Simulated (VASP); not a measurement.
# MgS (e600) (R3m) in VASP: notebook

Runs on MgS (e600). Level: PBEsol. Tasks: single point, relaxation of the atoms.

All numbers are computed with VASP 6.6.1; they aren't measurements. Logs are shortened: lines on timing, memory, paths and dates and some standing lists are left out, and cuts for length are marked.

## (1) The cell of the first run

Symmetry: R3m, No. 160, trigonal system. Conventional cell: a = 3.976 Å, b = 3.976 Å, c = 9.984 Å, α = 90.00°, β = 90.00°, γ = 120.00°. Mg (site symmetry 3m) has 4 S at 2.45 to 2.47 Å within 3.2 Å. Within 3.2 Å of S (site symmetry 3m) lie 4 Mg at 2.45 to 2.47 Å.

## (2) Single point, PBEsol (strained cell)

INCAR reads:

```
SYSTEM = MgS
ALGO = Normal
EDIFF = 1E-6
ENCUT = 600
GGA = PS
GGA_COMPAT = .False.
ISIF = 2
ISMEAR = 0
LASPH = .True.
LCHARG = .True.
LELF = .True.
LREAL = .False.
LVHAR = .True.
LWAVE = .False.
NBANDS = 11
NELM = 120
PREC = Accurate
SIGMA = 0.02
```

KPOINTS reads:

```
k-points
0
Gamma
  6 6 6
  0 0 0
```

POSCAR reads:

```
MgS
1.0
    0.0470950256      2.8586680553      2.8586680553
    2.8586680553      0.0470950256      2.8586680553
    2.8586680553      2.8586680553      0.0470950256
Mg S
1 1
Direct
    0.0015218823      0.0015218823      0.0015218823
    0.2484781177      0.2484781177      0.2484781177
```

Potentials or basis: VASP PAW PBE potentials, release 64 (Mg, S).

Run with:

```bash
$ cat potpaw_PBE.64/Mg/POTCAR potpaw_PBE.64/S/POTCAR > POTCAR
$ mpirun -np 1 vasp_std > vasp.out
```

OUTCAR:

```text
SYSTEM = MgS
   EDIFF = 1E-6
   ENCUT = 600
   GGA = PS
   ISIF = 2
   ISMEAR = 0
   LASPH = .True.
   LREAL = .False.
   NELM = 120
   PREC = Accurate

 ion  position               nearest neighbor table
   1  0.002  0.002  0.002-   2 2.45   2 2.45   2 2.45   2 2.47
   2  0.248  0.248  0.248-   1 2.45   1 2.45   1 2.45   1 2.47

  LATTYP: Found a trigonal (rhomboedric) cell.
 ALAT       =     4.0430414346
 COS(alpha) =     0.5164043864

  Lattice vectors:

 A1 = (   0.0470950256,   2.8586680553,   2.8586680553)
 A2 = (   2.8586680553,   0.0470950256,   2.8586680553)
 A3 = (   2.8586680553,   2.8586680553,   0.0470950256)

Analysis of symmetry for initial positions (statically):
=====================================================================
 Subroutine PRICEL returns:
 Original cell was already a primitive cell.

 Routine SETGRP: Setting up the symmetry group for a
 trigonal (rhombohedral) supercell.

 Subroutine GETGRP returns: Found  6 space group operations
 (whereof  6 operations were pure point group operations)
 out of a pool of 12 trial point group operations.

The static configuration has the point symmetry C_3v.

Analysis of symmetry for dynamics (positions and initial velocities):
=====================================================================
 Subroutine PRICEL returns:
 Original cell was already a primitive cell.

 Routine SETGRP: Setting up the symmetry group for a
 trigonal (rhombohedral) supercell.

 Subroutine GETGRP returns: Found  6 space group operations
 (whereof  6 operations were pure point group operations)
 out of a pool of 12 trial point group operations.

The dynamic configuration has the point symmetry C_3v.

 Subroutine INISYM returns: Found  6 space group operations
 (whereof  6 operations are pure point group operations),
 and found     1 'primitive' translations

----------------------------------------------------------------------------------------

                                     Primitive cell

  volume of cell :      45.5675

  direct lattice vectors                    reciprocal lattice vectors
     0.047095026  2.858668055  2.858668055    -0.179289302  0.176383479  0.176383479
     2.858668055  0.047095026  2.858668055     0.176383479 -0.179289302  0.176383479
     2.858668055  2.858668055  0.047095026     0.176383479  0.176383479 -0.179289302

  length of vectors
     4.043041435  4.043041435  4.043041435     0.307191988  0.307191988  0.307191988

  position of ions in fractional coordinates (direct lattice)
     0.001521882  0.001521882  0.001521882
     0.248478118  0.248478118  0.248478118

  ion indices of the primitive-cell ions
   primitive index   ion index
                 1           1
                 2           2

----------------------------------------------------------------------------------------

 KPOINTS: k-points

Automatic generation of k-mesh.
 Grid dimensions read from file:
 generate k-points for:    6    6    6

 Generating k-lattice:

  Cartesian coordinates                     Fractional coordinates (reciprocal lattice)
    -0.029881550  0.029397247  0.029397247     0.166666667  0.000000000 -0.000000000
     0.029397247 -0.029881550  0.029397247     0.000000000  0.166666667 -0.000000000
     0.029397247  0.029397247 -0.029881550     0.000000000  0.000000000  0.166666667

  Length of vectors
     0.051198665  0.051198665  0.051198665

  Shift w.r.t. Gamma in fractional coordinates (k-lattice)
     0.000000000  0.000000000  0.000000000

 Subroutine IBZKPT returns following result:
 ===========================================

 Found     32 irreducible k-points:

 Following reciprocal coordinates:
            Coordinates               Weight
  0.000000  0.000000  0.000000      1.000000
  0.166667  0.000000  0.000000      6.000000
  0.333333  0.000000  0.000000      6.000000
  0.500000  0.000000  0.000000      3.000000
  0.166667  0.166667 -0.000000      6.000000
  0.333333  0.166667 -0.000000     12.000000
[... 16 lines left out ...]
  0.500000  0.500000  0.166667      6.000000
 -0.333333  0.500000  0.166667     12.000000
 [... further k-points ...]
   k-points           NKPTS =     32   k-points in BZ     NKDIM =     32   number of bands    NBANDS=     11
   number of dos      NEDOS =    301   number of ions     NIONS =      2
   total plane-waves  NPLWV =  32768
   dimension x,y,z NGX =    32 NGY =   32 NGZ =   32
   dimension x,y,z NGXF=    64 NGYF=   64 NGZF=   64
   ions per type =               1   1
   NGX,Y,Z   is equivalent  to a cutoff of  13.16, 13.16, 13.16 a.u.
   NGXF,Y,Z  is equivalent  to a cutoff of  26.32, 26.32, 26.32 a.u.
 SYSTEM =  MgS
   PREC   = accura    normal or accurate (medium, high low for compatibility)
   ISTART =      0    job   : 0-new  1-cont  2-samecut
   ICHARG =      2    charge: 1-file 2-atom 10-const
   ISPIN  =      1    spin polarized calculation?
   LNONCOLLINEAR =      F non collinear calculations
   LSORBIT =      F    spin-orbit coupling
   LASPH  =      T    aspherical Exc in radial PAW
   ENCUT  =  600.0 eV  44.10 Ry    6.64 a.u.   8.07  8.07  8.07*2*pi/ulx,y,z
   NELM   =    120;   NELMIN=  2; NELMDL= -5     # of ELM steps
   EDIFF  = 0.1E-05   stopping-criterion for ELM
   LREAL  =      F    real-space projection
   EDIFFG = 0.1E-04   stopping-criterion for IOM
   NSW    =      0    number of steps for IOM
   IBRION =     -1    ionic relax: 0-MD 1-quasi-New 2-CG
   NFREE  =      0    steps in history (QN), initial steepest desc. (CG)
   ISIF   =      2    stress and relaxation
   ISYM   =      2    0-nonsym 1-usesym 2-fastsym
   POTIM  = 0.5000    time-step for ionic-motion
   TEBEG  =    0.0;   TEEND  =   0.0 temperature during run
   PSTRESS=    0.0 pullay stress
   NELECT =       8.0000    total number of electrons
   NUPDOWN=      -1.0000    fix difference up-down
   EMIN   =  10.00;   EMAX   =-10.00  energy-range for DOS
   EFERMI =   0.00;   METHOD = LEGACY
   ISMEAR =     0;   SIGMA  =   0.02  broadening in eV -4-tet -1-fermi 0-gaus
   EFERMI_NEDOS =   21; number of points for ismear=-14 and -15
   IALGO  =     38    algorithm
   IMIX   =      4    mixing-type and parameters
     AMIX     =   0.40;   BMIX     =  1.00
     AMIX_MAG =   1.60;   BMIX_MAG =  1.00
  volume/ion in A,a.u.               =      22.78       153.75
  Fermi-wavevector in a.u.,A,eV,Ry     =   0.916684  1.732282 11.433111  0.840310
  Thomas-Fermi vector in A             =   2.041568
   LORBIT       =      0    0 simple, 1 ext, 2 COOP (PROOUT), +10 PAW based schemes
   GGA     = PS    functional components
   LHFCALC =     F    Hartree Fock is set to
   AEXX    =    0.0000 exact exchange contribution
   IVDW    =     0    specifies the selected vdW correction
   LEPSILON=     F    determine dielectric tensor
   LRPA    =     F    only Hartree local field effects (RPA)
 non-spin polarized calculation
 Gauss-broadening in eV      SIGMA  =   0.02
  energy-cutoff  :      600.00
  volume of cell :       45.57
 maximum number of plane-waves:      1542
   NGX = 17   NGY = 17   NGZ = 17

 number of electron       8.0000000 magnetization

 Free energy of the ion-electron system (eV)
  ---------------------------------------------------
  ext. energy  EPLUGINS =         0.00000000
  ---------------------------------------------------
  free energy    TOTEN  =        -8.91319364 eV

  energy without entropy =       -8.91319364  energy(sigma->0) =       -8.91319364

 E-fermi :   1.1665     XC(G=0):  -8.5607

 val. band max:        1.0283015381   @ k =   0.0000   0.0000   0.0000
 cond. band min:       4.2424098226   @ k =   0.0000   0.0000   0.0000
 fundamental gap:      3.2141082845
 Fermi energy:         1.1665041029

 k-point     1 :       0.0000    0.0000    0.0000
  band No.  band energies     occupation
      1     -10.2776      2.00000
      2       0.8793      2.00000
      3       1.0283      2.00000
      4       1.0283      2.00000
      5       4.2424      0.00000
      6       8.6299      0.00000
      7       8.9500      0.00000
      8       8.9500      0.00000
      9      11.7550      0.00000
     10      11.7550      0.00000
     11      14.4700      0.00000

 k-point     2 :       0.1667    0.0000    0.0000
  band No.  band energies     occupation
      1     -10.1224      2.00000
      2      -0.0882      2.00000
      3       0.8098      2.00000
      4       0.9282      2.00000
      5       5.2522      0.00000
      6       8.6284      0.00000
      7       8.9407      0.00000
      8       9.1911      0.00000
      9      11.0587      0.00000
     10      11.1794      0.00000
     11      13.5060      0.00000

 k-point     3 :       0.3333    0.0000    0.0000
  band No.  band energies     occupation
      1      -9.7749      2.00000
      2      -1.5599      2.00000
      3       0.6527      2.00000
      4       0.7470      2.00000
      5       5.9392      0.00000
      6       8.6717      0.00000
      7       8.8538      0.00000
      8       9.0252      0.00000
      9      11.9427      0.00000
     10      12.2463      0.00000
     11      12.8692      0.00000

 k-point     4 :       0.5000    0.0000    0.0000
  band No.  band energies     occupation
      1      -9.5768      2.00000
      2      -2.1769      2.00000
      3       0.5818      2.00000
      4       0.6644      2.00000
      5       5.9185      0.00000
      6       8.3794      0.00000
      7       8.5549      0.00000
      8       9.3806      0.00000
      9      13.6495      0.00000
     10      13.9585      0.00000
     11      14.3301      0.00000
[... 239 lines left out ...]
 k-point    22 :      -0.1667    0.3333    0.1667
  band No.  band energies     occupation
      1      -9.5411      2.00000
      2      -1.4971      2.00000
      3      -0.3409      2.00000
      4       0.2525      2.00000
      5       6.4800      0.00000
      6       7.9295      0.00000
      7       8.2767      0.00000
      8      10.6359      0.00000
      9      11.5346      0.00000
     10      14.5751      0.00000
     11      15.3915      0.00000

 k-point    23 :       0.5000    0.5000    0.1667
  band No.  band energies     occupation
      1      -9.4389      2.00000
      2      -1.6616      2.00000
      3      -0.4656      2.00000
      4       0.1638      2.00000
      5       5.4489      0.00000
      6       7.2397      0.00000
      7      10.4474      0.00000
      8      11.4146      0.00000
      9      12.4370      0.00000
     10      14.3350      0.00000
     11      15.2232      0.00000

 k-point    24 :      -0.3333    0.5000    0.1667
  band No.  band energies     occupation
      1      -9.3612      2.00000
      2      -1.5523      2.00000
      3      -0.6056      2.00000
      4      -0.2966      2.00000
      5       5.7919      0.00000
      6       7.7281      0.00000
      7      10.1161      0.00000
      8      10.3799      0.00000
      9      13.3300      0.00000
     10      14.6969      0.00000
     11      14.7758      0.00000

 [... further k-points ...]
[... 5 lines left out ...]
  --------------------------------------------------------------------------------------
  -------------------------------------------------------------------------------------
  Total       -0.1808983     -0.1808983     -0.1808983     -0.1383106     -0.1383106     -0.1383106
  in kB       -6.3604786     -6.3604786     -6.3604786     -4.8630749     -4.8630749     -4.8630749
  external PRESSURE =      -6.3604786 kB  Pullay stress =       0.0000000 kB

 VOLUME and BASIS-vectors are now :
 -----------------------------------------------------------------------------
  energy-cutoff  :      600.00
  volume of cell :       45.57
      direct lattice vectors                 reciprocal lattice vectors
     0.047095026  2.858668055  2.858668055    -0.179289302  0.176383479  0.176383479
     2.858668055  0.047095026  2.858668055     0.176383479 -0.179289302  0.176383479
     2.858668055  2.858668055  0.047095026     0.176383479  0.176383479 -0.179289302

 POSITION                                       TOTAL-FORCE (eV/Angst)
 -----------------------------------------------------------------------------------
      0.00877      0.00877      0.00877        -0.000093     -0.000093     -0.000093
      1.43233      1.43233      1.43233         0.000093      0.000093      0.000093
 -----------------------------------------------------------------------------------
    total drift:                               -0.000378     -0.000378     -0.000378

  FREE ENERGIE OF THE ION-ELECTRON SYSTEM (eV)
  ---------------------------------------------------
  free  energy   TOTEN  =        -8.9131936375 eV

  energy  without entropy=       -8.9131936375  energy(sigma->0) =       -8.91319364
```

Wall time 14 s (1 thread of Intel Xeon 6975P-C, shared host); peak memory 0.18 GiB.

What came out:

```yaml
Free_energy: -8.9132 eV
Pressure: -0.6 GPa
Band_gap_on_the_k_mesh: 3.21 eV, direct
```

Levels at points of the mesh, in eV from the valence-band top:
```csv
k point,band 2,band 3,band 4,band 5,band 6,band 7
"(0.00, 0.00, 0.00)",-0.15,0.00,0.00,3.21,7.60,7.92
"(0.50, 0.00, 0.00)",-3.21,-0.45,-0.36,4.89,7.35,7.53
"(0.50, 0.50, 0.00)",-2.89,-1.16,-1.02,3.65,5.49,10.90
"(0.50, 0.50, 0.50)",-3.27,-0.30,-0.30,5.04,7.62,7.62
```

Caveat: the cell differs from its parent crystal (strained cell); the PAW data sets were made with another functional, which shifts forces and pressure a little.

## (3) Single point, PBEsol (strained cell)

INCAR reads:

```
PREC = Accurate
ENCUT = 600
EDIFF = 1E-6
ISMEAR = 0
SIGMA = 0.02
LREAL = False
LASPH = True
NELM = 120
ALGO = Normal
ISIF = 2
LWAVE = False
LCHARG = False
GGA = PS
NBANDS = 11
GGA_COMPAT = False
```

KPOINTS reads:

```
regular mesh
0
Gamma
  6 6 6
```

POSCAR reads:

```
MgS
1.0
    0.0480937396      2.8581686983      2.8581686983
    2.8581686983      0.0480937396      2.8581686983
    2.8581686983      2.8581686983      0.0480937396
Mg S
1 1
Direct
    0.0015390512      0.0015390512      0.0015390512
    0.2484609488      0.2484609488      0.2484609488
```

Potentials or basis: VASP PAW PBE potentials, release 64 (Mg, S).

Run with:

```bash
$ cat potpaw_PBE.64/Mg/POTCAR potpaw_PBE.64/S/POTCAR > POTCAR
$ mpirun -np 1 vasp_std > vasp.out
```

Run time: 13 s. Hardware: 1 thread of Intel Xeon 6975P-C, shared host; peak memory 0.18 GiB.

The run converged. Its results:

```
Free energy            : -8.9132 eV
Pressure               : -0.6 GPa
Band gap on the k mesh : 3.22 eV, direct
```

Stress tensor (GPa, compression positive):
```
-0.58 -0.50 -0.50
-0.50 -0.58 -0.50
-0.50 -0.50 -0.58
```

Levels at points of the mesh, in eV from the valence-band top:
```
           k point  band 2  band 3  band 4  band 5  band 6  band 7
(0.00, 0.00, 0.00)   -0.15    0.00    0.00    3.22    7.60    7.93
(0.50, 0.00, 0.00)   -3.21   -0.45   -0.37    4.89    7.35    7.53
(0.50, 0.50, 0.00)   -2.90   -1.17   -1.02    3.65    5.49   10.91
(0.50, 0.50, 0.50)   -3.27   -0.30   -0.30    5.04    7.63    7.63
```

Caveat: the cell differs from its parent crystal (strained cell); the PAW data sets were made with another functional, which shifts forces and pressure a little. A k mesh can miss the band edges.

## (4) Single point, PBEsol

INCAR reads:

```
SYSTEM = MgS
  PREC = Accurate
  ENCUT = 600
  EDIFF = 1E-6
  ISMEAR = 0
  SIGMA = 0.01
  LREAL = .FALSE.
  LASPH = .TRUE.
  NELM = 120
  ALGO = Normal
  ISIF = 2
  LWAVE = .FALSE.
  LCHARG = .FALSE.
  GGA = PS
  NBANDS = 11
  GGA_COMPAT = .FALSE.
```

KPOINTS reads:

```
Automatic mesh
0
G
  6 6 6
  0 0 0
```

POSCAR is that of step 3.

Run with:

```bash
$ cat potpaw_PBE.64/Mg/POTCAR potpaw_PBE.64/S/POTCAR > POTCAR
$ mpirun -np 1 vasp_std > vasp.out
```

Wall time 13 s (1 thread of Intel Xeon 6975P-C, shared host); peak memory 0.18 GiB.

It converged, with:

* Free energy: -8.9132 eV
* Pressure: -0.6 GPa
* Band gap on the k mesh: 3.22 eV, direct

Stress tensor (GPa, compression positive):
```
-0.58 -0.50 -0.50
-0.50 -0.58 -0.50
-0.50 -0.50 -0.58
```

Levels at points of the mesh, in eV from the valence-band top:
```tsv
k point	band 1	band 2	band 3	band 4	band 5	band 6	band 7	band 8	band 9
(0.00, 0.00, 0.00)	-11.31	-0.15	0.00	0.00	3.22	7.60	7.93	7.93	10.73
(0.50, 0.00, 0.00)	-10.61	-3.21	-0.45	-0.37	4.89	7.35	7.53	8.36	12.63
(0.50, 0.50, 0.00)	-10.40	-2.90	-1.17	-1.02	3.65	5.49	10.91	12.08	12.11
(0.50, 0.50, 0.50)	-10.66	-3.27	-0.30	-0.30	5.04	7.63	7.63	8.32	12.63
```

Caveat: the PAW data sets were made with another functional, which shifts forces and pressure a little. A k mesh can miss the band edges.

## (5) Relaxation of the atoms, PBEsol (strained cell)

INCAR reads:

```
  ALGO = Normal
  EDIFF = 1E-7
  EDIFFG = -0.002
  ENCUT = 520
  GGA = PS
  GGA_COMPAT = F
  IBRION = 2
  ISIF = 2
  ISMEAR = 0
  LASPH = T
  LCHARG = F
  LREAL = F
  LWAVE = F
  NELM = 120
  NELMIN = 4
  NSW = 60
  PREC = Accurate
  SIGMA = 0.02
```

KPOINTS reads:

```
k-points
0
Gamma
  6 6 6
```

POSCAR reads:

```
MgS
1.0
    0.0480937396      2.8581686983      2.8581686983
    2.8581686983      0.0480937396      2.8581686983
    2.8581686983      2.8581686983      0.0480937396
Mg S
1 1
Direct
    0.0015218823      0.0015218823      0.0015218823
    0.2484781177      0.2484781177      0.2484781177
```

Run with:

```bash
$ cat potpaw_PBE.64/Mg/POTCAR potpaw_PBE.64/S/POTCAR > POTCAR
$ mpirun -np 1 vasp_std > vasp.out
```

Run time: 17 s. Hardware: 1 thread of Intel Xeon 6975P-C, shared host; peak memory 0.17 GiB.

The run converged. Its results:

```
Free energy               : -8.9127 eV
Energy gained by relaxing : 0.0 meV/atom
Ionic steps               : 2
Pressure after relaxing   : -0.6 GPa
Band gap on the k mesh    : 3.22 eV, direct
```

Stress tensor (GPa, compression positive):
```
-0.59 -0.50 -0.50
-0.50 -0.59 -0.50
-0.50 -0.50 -0.59
```

Final structure:
```
CELL_PARAMETERS angstrom
0.04809 2.85817 2.85817
2.85817 0.04809 2.85817
2.85817 2.85817 0.04809
ATOMIC_POSITIONS crystal
Mg 0.00154 0.00154 0.00154
S 0.24846 0.24846 0.24846
```

Levels at points of the mesh, in eV from the valence-band top:
```tsv
k point	band 1	band 2	band 3	band 4	band 5	band 6	band 7	band 8
(0.00, 0.00, 0.00)	-11.31	-0.15	0.00	0.00	3.22	7.60	7.93	7.93
(0.50, 0.00, 0.00)	-10.61	-3.21	-0.45	-0.36	4.89	7.35	7.53	8.36
(0.50, 0.50, 0.00)	-10.40	-2.89	-1.17	-1.02	3.65	5.49	10.91	12.08
(0.50, 0.50, 0.50)	-10.66	-3.27	-0.30	-0.30	5.04	7.63	7.63	8.32
```

Caveat: the cell differs from its parent crystal (strained cell); the PAW data sets were made with another functional, which shifts forces and pressure a little. A k mesh can miss the band edges.

## (6) Summary

```csv
task,cell,cutoff (eV),smearing,gap on the mesh (eV),pressure (GPa)
single point,"a = 4.043 Å, angles 58.9°, 2 atoms",600,gaussian 0.02 eV,3.21,-0.6
single point,"a = 4.042 Å, angles 58.9°, 2 atoms",600,gaussian 0.02 eV,3.22,-0.6
single point,"a = 4.042 Å, angles 58.9°, 2 atoms",600,gaussian 0.01 eV,3.22,-0.6
relaxation of the atoms,"atoms relaxed from a = 4.042 Å, angles 58.9°, 2 atoms",520,gaussian 0.02 eV,3.22,-0.6
```

Alike in all rows: level PBEsol; potentials or basis VASP PAW PBE potentials, release 64 (Mg, S); no spin polarisation; k mesh 6 × 6 × 6.

Caveats: the PAW data sets were made with another functional, which shifts forces and pressure a little.

Absolute energies hang on the potentials; compare differences alone.
